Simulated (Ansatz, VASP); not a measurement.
**ZnO: VASP beside Ansatz**

Contents of INCAR:

```
SYSTEM = ZnO
  PREC = Accurate
  ENCUT = 520
  EDIFF = 1E-6
  ISMEAR = 0
  SIGMA = 0.05
  LREAL = .FALSE.
  LASPH = .TRUE.
  NELM = 80
  ALGO = Normal
  ISIF = 2
  LWAVE = .FALSE.
  LCHARG = .TRUE.
  LELF = .TRUE.
  LVHAR = .TRUE.
  NBANDS = 26
```

Contents of KPOINTS:

```
Automatic mesh
0
G
  12 12 6
  0 0 0
```

The input POSCAR:

```
ZnO
1.0
    3.1064546507      0.0000000000      0.0000000000
   -1.5532273253      2.6902686432      0.0000000000
    0.0000000000      0.0000000000      5.4244911111
Zn O
2 2
Direct
    0.3333333333      0.6666666667      0.0018514197
    0.6666666667      0.3333333333      0.5018514197
    0.3333333333      0.6666666667      0.4254632686
    0.6666666667      0.3333333333      0.9254632686
```

Input for Ansatz:

```yaml
crystal:
  lattice:
    - [3.1064546507, 0.0, 0.0]
    - [-1.5532273253, 2.6902686432, 0.0]
    - [0.0, 0.0, 5.4244911111]
  atoms:
    - { symbol: Zn, position: [0.3333333333, 0.6666666667, 0.0018514197] }
    - { symbol: Zn, position: [0.6666666667, 0.3333333333, 0.5018514197] }
    - { symbol: O, position: [0.3333333333, 0.6666666667, 0.4254632686] }
    - { symbol: O, position: [0.6666666667, 0.3333333333, 0.9254632686] }
basis:
  ecutwfc: 520.0
kpoints:
  mp_grid: { grid: [12, 12, 6] }
hamiltonian:
  xc: lda
  pseudopotentials: { kind: paw, azcp: { folder: soft_1 } }
scf:
  occupations: { method: gaussian, width: 0.05 }
output:
  forces: true
  stress: true
  eigenvalues: true
```

Alike in both runs: task single point; functional LDA; k mesh 12 × 12 × 6; occupations gaussian, width 0.05 eV; no spin polarisation.

|  | VASP | Ansatz |
| --- | --- | --- |
| version | VASP 6.6.1 | Ansatz 0.2.0 |
| potentials or method | VASP PAW LDA potentials, release 64 (Zn, O), cutoff 520 eV | scalar-relativistic, plane waves, PAW |
| valence electrons in the cell | 36 | 36 |

```tsv
	VASP	Ansatz	Ansatz less VASP
gap on the k mesh at the Fermi level (eV)	0.79	0.77	-0.020
least direct gap on the mesh (eV)	0.79	0.77	-0.020
pressure (GPa)	11.7	10.0	-1.68
traceless stress, the component that is largest in VASP (GPa)	-20.19	-18.94	+1.253
rms of the force components (eV/Å)	0.559	0.523	-0.0361
```

Ansatz warns that its potentials were made for another functional, while VASP's fit it. LDA's correlation is that of Perdew and Zunger in VASP and of Perdew and Wang (1992) in Ansatz. Atom by atom the forces differ by 0.036 eV/Å (rms over components).
